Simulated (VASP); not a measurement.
A run of VASP 6.6.1 is set up as follows.

INCAR

```
PREC = Accurate
ENCUT = 600
EDIFF = 1E-7
ISMEAR = 0
SIGMA = 0.1
LREAL = False
LASPH = True
NELM = 100
ALGO = Normal
ISIF = 3
LWAVE = False
LCHARG = False
GGA = PE
IBRION = 2
NSW = 80
EDIFFG = -0.025
```

File KPOINTS:

```
Automatic mesh
0
Gamma
  4 4 1
```

File POSCAR:

```
MgZn5O6
1.0
    3.2995472461     -0.0421994665     -0.0128315568
   -0.0421994665      3.2225645558      0.0122647799
   -0.0540789112      0.0516902158     13.4459287527
Mg Zn O
1 5 6
Direct
   -0.0231309876     -0.0014648384      0.4880709125
    0.9985383553      0.0623309835      0.8382955103
    0.4957959907      0.4997518232     -0.0042597254
   -0.0310353440      0.0222546694      0.1684067205
    0.5227036737      0.4647181796      0.3252449942
    0.5374703044      0.5093719981      0.6732104004
    0.5064759665      0.0016714705      0.0836517935
   -0.0034733346      0.4573285141      0.2513047710
    0.5199322544      0.0548869615      0.4140674729
   -0.0268855261      0.4605239666      0.5840971859
    0.5025095272     -0.0109426027      0.7494032276
    0.0010991200      0.4795688747      0.9285067366
```

Potentials or basis: VASP PAW PBE potentials, release 64 (Mg, Zn, O).

Run with:

```bash
$ cat potpaw_PBE.64/Mg/POTCAR potpaw_PBE.64/Zn/POTCAR potpaw_PBE.64/O/POTCAR > POTCAR
$ mpirun -np 1 vasp_std > vasp.out
```

(1) Predict the space group after relaxing (to 0.1 Å).

(2) What does it give for the relaxed volume?

(3) Estimate the relaxed cell.

Answers

(1) P-4m2 (No. 115).

(2) 12.35 Å³/atom.

(3) a = 3.280 Å, b = 3.279 Å, c = 13.775 Å, α = 89.99°, β = 90.01°, γ = 89.92°.

Caveat: the k points lie up to 0.48 Å⁻¹ apart in the final cell.
